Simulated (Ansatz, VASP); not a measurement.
# Two plane-wave programs on NbH2

File INCAR:

```
SYSTEM = NbH2
PREC     = Accurate       ! precision mode
ENCUT    = 600            ! plane-wave cutoff, eV
EDIFF    = 1E-6           ! SCF threshold, eV
ISMEAR   = -1             ! smearing method
SIGMA    = 0.05           ! smearing width, eV
LREAL    = .False.        ! projectors in reciprocal space
LASPH    = .True.         ! aspherical terms in the spheres
NELM     = 80             ! most SCF steps
ALGO     = Normal         ! electronic algorithm
ISIF     = 3              ! what is computed and relaxed
LWAVE    = .False.        ! write WAVECAR
LCHARG   = .False.        ! write CHGCAR
GGA      = PS             ! functional
IBRION   = 2              ! ionic algorithm
NSW      = 100            ! ionic steps
EDIFFG   = -0.002         ! ionic threshold
```

KPOINTS

```
Automatic mesh
0
Gamma
  16 16 16
  0 0 0
```

The input POSCAR:

```
NbH2
1.0
    0.0000000000      2.2815000000      2.2815000000
    2.2815000000      0.0000000000      2.2815000000
    2.2815000000      2.2815000000      0.0000000000
Nb H
1 2
Direct
    0.0000000000      0.0000000000      0.0000000000
    0.2500000000      0.2500000000      0.2500000000
    0.7500000000      0.7500000000      0.7500000000
```

Input for Ansatz:

```yaml
crystal:
  lattice:
    - [0.0, 2.2815, 2.2815]
    - [2.2815, 0.0, 2.2815]
    - [2.2815, 2.2815, 0.0]
  atoms:
    - { symbol: Nb, position: [0.0, 0.0, 0.0] }
    - { symbol: H, position: [0.25, 0.25, 0.25] }
    - { symbol: H, position: [0.75, 0.75, 0.75] }
kpoints:
  mp_grid: { grid: [16, 16, 16] }
scf:
  occupations: { method: fermi_dirac, width: 0.05 }
hamiltonian:
  xc: pbesol
  pseudopotentials: { kind: paw }
relax:
  f_tol: 0.002
  max_steps: 80
  cell: {}
output:
  forces: true
  stress: true
```

Alike in both runs: task relaxation of cell and atoms; functional PBEsol; k mesh 16 × 16 × 16; occupations fermi-dirac, width 0.05 eV; no spin polarisation.

|  | VASP | Ansatz |
| --- | --- | --- |
| version | VASP 6.6.1 | Ansatz 0.2.0 |
| potentials or method | VASP PAW PBE potentials, release 64 (Nb_sv, H) | PAW with Ansatz's default frozen-core files, scalar-relativistic |
| plane-wave cutoff (eV) | 600 | 420 |
| valence electrons in the cell | 15 | 15 |

VASP gave:

```
relaxed volume (Å³/atom)                                        : 7.67
relaxed length of the cell vector where the two differ most in proportion (Å) : 3.193
```

Question: Which values does Ansatz return?

Answer: Relaxed volume (Å³/atom): 7.69; relaxed length of the cell vector where the two differ most in proportion (Å): 3.195.

VASP's potentials were made for PBE, not for PBEsol.
